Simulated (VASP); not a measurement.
# MgO (P1) in VASP: single point with PBEsol

Aim: the single point of MgO with PBEsol.

All numbers are computed with VASP 6.6.1; they aren't measurements. Logs are shortened: lines on timing, memory, paths and dates and some standing lists are left out, and cuts for length are marked.

**1. The cell of the first run**

The typed cell holds 4 atoms: a = 3.308 Å, b = 3.308 Å, c = 4.983 Å, α = 90.00°, β = 90.00°, γ = 120.00°.

**2. Single point, PBEsol (atom 3 (O) moved by (-0.600, -0.600) A along [1 1 0] and z)**

INCAR reads:

```
PREC = Accurate ; ENCUT = 520
EDIFF = 1E-6 ; ISMEAR = 0
SIGMA = 0.05 ; LREAL = F
LASPH = T ; NELM = 80
ALGO = Normal ; ISIF = 2
LWAVE = F ; LCHARG = F
GGA = PS ; NBANDS = 16
```

KPOINTS reads:

```
Automatic mesh
0
Gamma
  9 9 6
```

POSCAR reads:

```
MgO
1.0
    3.3077869865      0.0000000000      0.0000000000
   -1.6538934933      2.8646275606      0.0000000000
    0.0000000000      0.0000000000      4.9828816700
Mg O
2 2
Direct
    0.3333333333      0.6666666667      0.0021597400
    0.6666666667      0.3333333333      0.5021597400
    0.1310189020      0.5185622239      0.2820280087
    0.6666666667      0.3333333333      0.9024402600
```

Potentials or basis: VASP PAW PBE potentials, release 64 (Mg, O).

Started as:

```console
> cat potpaw_PBE.64/Mg/POTCAR potpaw_PBE.64/O/POTCAR > POTCAR
> mpirun -np 1 vasp_std > vasp.out
```

OUTCAR:

```text
PREC = Accurate
   ENCUT = 520
   EDIFF = 1E-6
   ISMEAR = 0
   LREAL = F
   LASPH = T
   NELM = 80
   ISIF = 2
   GGA = PS

 ion  position               nearest neighbor table
   1  0.333  0.667  0.002-   3 1.52   4 1.97   4 1.97   4 1.97   2 3.14   2 3.14   2 3.14   2 3.14
                             2 3.14   2 3.14
   2  0.667  0.333  0.502-   3 1.73   4 1.99   3 2.41   3 2.61   1 3.14   1 3.14   1 3.14   1 3.14
                             1 3.14   1 3.14
   3  0.131  0.519  0.282-   1 1.52   2 1.73   2 2.41   2 2.61
   4  0.667  0.333  0.902-   1 1.97   1 1.97   1 1.97   2 1.99

  LATTYP: Found a hexagonal cell.
 ALAT       =     3.3077869865
 C/A-ratio  =     1.5064094787

  Lattice vectors:

 A1 = (   3.3077869865,   0.0000000000,   0.0000000000)
 A2 = (  -1.6538934933,   2.8646275606,   0.0000000000)
 A3 = (   0.0000000000,   0.0000000000,   4.9828816700)

Analysis of symmetry for initial positions (statically):
=====================================================================
 Subroutine PRICEL returns:
 Original cell was already a primitive cell.

 Routine SETGRP: Setting up the symmetry group for a
 hexagonal supercell.

 Subroutine GETGRP returns: Found  1 space group operations
 (whereof  1 operations were pure point group operations)
 out of a pool of 24 trial point group operations.

The static configuration has the point symmetry C_1 .

Analysis of symmetry for dynamics (positions and initial velocities):
=====================================================================
 Subroutine PRICEL returns:
 Original cell was already a primitive cell.

 Routine SETGRP: Setting up the symmetry group for a
 hexagonal supercell.

 Subroutine GETGRP returns: Found  1 space group operations
 (whereof  1 operations were pure point group operations)
 out of a pool of 24 trial point group operations.

The dynamic configuration has the point symmetry C_1 .

 Subroutine INISYM returns: Found  1 space group operations
 (whereof  1 operations are pure point group operations),
 and found     1 'primitive' translations

----------------------------------------------------------------------------------------

                                     Primitive cell

  volume of cell :      47.2157

  direct lattice vectors                    reciprocal lattice vectors
     3.307786987  0.000000000  0.000000000     0.302316928  0.174542760  0.000000000
[... 86 lines left out ...]
   LSORBIT =      F    spin-orbit coupling
   LASPH  =      T    aspherical Exc in radial PAW
   ENCUT  =  520.0 eV  38.22 Ry    6.18 a.u.   6.15  6.15  9.26*2*pi/ulx,y,z
   NELM   =     80;   NELMIN=  2; NELMDL= -5     # of ELM steps
   EDIFF  = 0.1E-05   stopping-criterion for ELM
   LREAL  =      F    real-space projection
   EDIFFG = 0.1E-04   stopping-criterion for IOM
   NSW    =      0    number of steps for IOM
   IBRION =     -1    ionic relax: 0-MD 1-quasi-New 2-CG
   NFREE  =      0    steps in history (QN), initial steepest desc. (CG)
   ISIF   =      2    stress and relaxation
   ISYM   =      2    0-nonsym 1-usesym 2-fastsym
   POTIM  = 0.5000    time-step for ionic-motion
   TEBEG  =    0.0;   TEEND  =   0.0 temperature during run
   PSTRESS=    0.0 pullay stress
   NELECT =      16.0000    total number of electrons
   NUPDOWN=      -1.0000    fix difference up-down
   EMIN   =  10.00;   EMAX   =-10.00  energy-range for DOS
   EFERMI =   0.00;   METHOD = LEGACY
   ISMEAR =     0;   SIGMA  =   0.05  broadening in eV -4-tet -1-fermi 0-gaus
   EFERMI_NEDOS =   21; number of points for ismear=-14 and -15
   IALGO  =     38    algorithm
   IMIX   =      4    mixing-type and parameters
     AMIX     =   0.40;   BMIX     =  1.00
     AMIX_MAG =   1.60;   BMIX_MAG =  1.00
  volume/ion in A,a.u.               =      11.80        79.66
  Fermi-wavevector in a.u.,A,eV,Ry     =   1.141351  2.156842 17.724080  1.302683
  Thomas-Fermi vector in A             =   2.278052
   LORBIT       =      0    0 simple, 1 ext, 2 COOP (PROOUT), +10 PAW based schemes
   GGA     = PS    functional components
   LHFCALC =     F    Hartree Fock is set to
   AEXX    =    0.0000 exact exchange contribution
   IVDW    =     0    specifies the selected vdW correction
   LEPSILON=     F    determine dielectric tensor
   LRPA    =     F    only Hartree local field effects (RPA)
 non-spin polarized calculation
 Gauss-broadening in eV      SIGMA  =   0.05
  energy-cutoff  :      520.00
  volume of cell :       47.22
 maximum number of plane-waves:      1303
 NGX is ok and might be reduce to    28
   NGX = 13   NGY = 13   NGZ = 19

 number of electron      16.0000000 magnetization

 Free energy of the ion-electron system (eV)
  ---------------------------------------------------
  ext. energy  EPLUGINS =         0.00000000
  ---------------------------------------------------
  free energy    TOTEN  =       -20.45192246 eV

  energy without entropy =      -20.45192246  energy(sigma->0) =      -20.45192246

 E-fermi :   1.9703     XC(G=0):  -9.9474

 val. band max:        1.6603043596   @ k =  -0.1111   0.2222   0.0000
 cond. band min:       3.5939933019   @ k =   0.0000   0.0000   0.0000
 fundamental gap:      1.9336889423
 Fermi energy:         1.9703178072

 k-point     1 :       0.0000    0.0000    0.0000
  band No.  band energies     occupation
      1     -15.2519      2.00000
      2     -13.9298      2.00000
      3      -2.2529      2.00000
      4       0.1579      2.00000
      5       0.4516      2.00000
      6       0.5147      2.00000
[... 433 lines left out ...]
      3      -2.0459      2.00000
      4      -1.2932      2.00000
      5      -0.5225      2.00000
      6      -0.1940      2.00000
[... 8 lines left out ...]
     15      16.3616      0.00000
     16      18.5240      0.00000

 [... further k-points ...]
[... 5 lines left out ...]
  --------------------------------------------------------------------------------------
  -------------------------------------------------------------------------------------
  Total        4.5704602      1.4328116     20.5392210      3.0337108     -5.8836053     -7.1834783
  in kB      155.0901592     48.6198248    696.9606774    102.9433961   -199.6493219   -243.7581193
  external PRESSURE =     300.2235538 kB  Pullay stress =       0.0000000 kB

 VOLUME and BASIS-vectors are now :
 -----------------------------------------------------------------------------
  energy-cutoff  :      520.00
  volume of cell :       47.22
      direct lattice vectors                 reciprocal lattice vectors
     3.307786987  0.000000000  0.000000000     0.302316928  0.174542760  0.000000000
    -1.653893493  2.864627561  0.000000000     0.000000000  0.349085519  0.000000000
     0.000000000  0.000000000  4.982881670     0.000000000  0.000000000  0.200687086

 POSITION                                       TOTAL-FORCE (eV/Angst)
 -----------------------------------------------------------------------------------
     -0.00000      1.90975      0.01076         3.486223      3.456757    -11.465178
      1.65389      0.95488      2.50220        -3.181161     -1.348174      0.940028
     -0.42426      1.48549      1.40531         0.500027     -1.738992     13.666493
      1.65389      0.95488      4.49675        -0.805088     -0.369591     -3.141342
 -----------------------------------------------------------------------------------
    total drift:                               -0.000002      0.000063      0.000440

  FREE ENERGIE OF THE ION-ELECTRON SYSTEM (eV)
  ---------------------------------------------------
  free  energy   TOTEN  =       -20.4519224609 eV

  energy  without entropy=      -20.4519224609  energy(sigma->0) =      -20.45192246
```

stdout:

```text
POSCAR found type information on POSCAR MgO
 POSCAR found :  2 types and       4 ions
 scaLAPACK will be used
 -----------------------------------------------------------------------------
|                                                                             |
|                                                                             |
|     You enforced a specific xc type in the INCAR file but a different       |
|     I HOPE YOU KNOW WHAT YOU ARE DOING!                                     |
|                                                                             |
 -----------------------------------------------------------------------------

 LDA part: xc-table for (Slater+PW92), standard interpolation
 POSCAR, INCAR and KPOINTS ok, starting setup
 FFT: planning ... GRIDC
 FFT: planning ... GRID_SOFT
 FFT: planning ... GRID
 WAVECAR not read
 entering main loop
```

Run time: 2.9 min. Hardware: 1 thread of Intel Xeon Platinum 8259CL at 2.50GHz (Skylake/Cascade Lake), shared host; peak memory 0.3 GiB.

Results:

- Free energy: -20.4519 eV
- Pressure: 30.0 GPa
- Largest force: 13.786 eV/Å
- Band gap on the k mesh: 1.93 eV (least direct gap 1.94 eV)

Forces on the atoms (eV/Å):
```
Mg    3.486   3.457 -11.465
Mg   -3.181  -1.348   0.940
O     0.500  -1.739  13.666
O    -0.805  -0.370  -3.141
```

Caveat: the cell differs from its parent crystal (atom 3 (O) moved by (-0.600, -0.600) A along [1 1 0] and z); the stress differs along the axes, from 5 to 70 GPa; the PAW data sets were made with another functional, which shifts forces and pressure a little. A k mesh can miss the band edges.
